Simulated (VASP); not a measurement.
A run of VASP 6.6.1 is set up as follows.

The input INCAR:

```
SYSTEM = Ge
  PREC = Accurate
  ENCUT = 520
  EDIFF = 1E-6
  ISMEAR = 0
  SIGMA = 0.25
  LREAL = .FALSE.
  LASPH = .TRUE.
  NELM = 100
  ALGO = Normal
  ISIF = 2
  LWAVE = .FALSE.
  LCHARG = .FALSE.
  NBANDS = 36
```

The input KPOINTS:

```
Automatic mesh
0
G
  6 6 6
  0 0 0
```

Contents of POSCAR:

```
Ge
1.0
    0.0000000000      2.8857400000      5.1156650000
    2.6304970000      0.0000000000      5.1156650000
    2.6304970000      2.8857400000      0.0000000000
Ge
4
Direct
    0.7818670000      0.7818670000      0.2181330000
    0.2181330000      0.2181330000      0.7818670000
    0.2735100000      0.7264900000      0.2735100000
    0.7264900000      0.2735100000      0.7264900000
```

Potentials or basis: VASP PAW LDA potentials, release 64 (Ge_d).

Command:

```sh
$ cat potpaw_LDA.64/Ge_d/POTCAR > POTCAR
$ mpirun -np 1 vasp_std > vasp.out
```

(1) Predict the pressure.

(2) Estimate the largest force.

(3) Estimate the band gap on the k mesh.

## Answers

(1) -5.0 GPa.

(2) 0.022 eV/Å.

(3) zero (band 28 reaches 7.44 eV, above the bottom of band 29 at 4.22 eV).
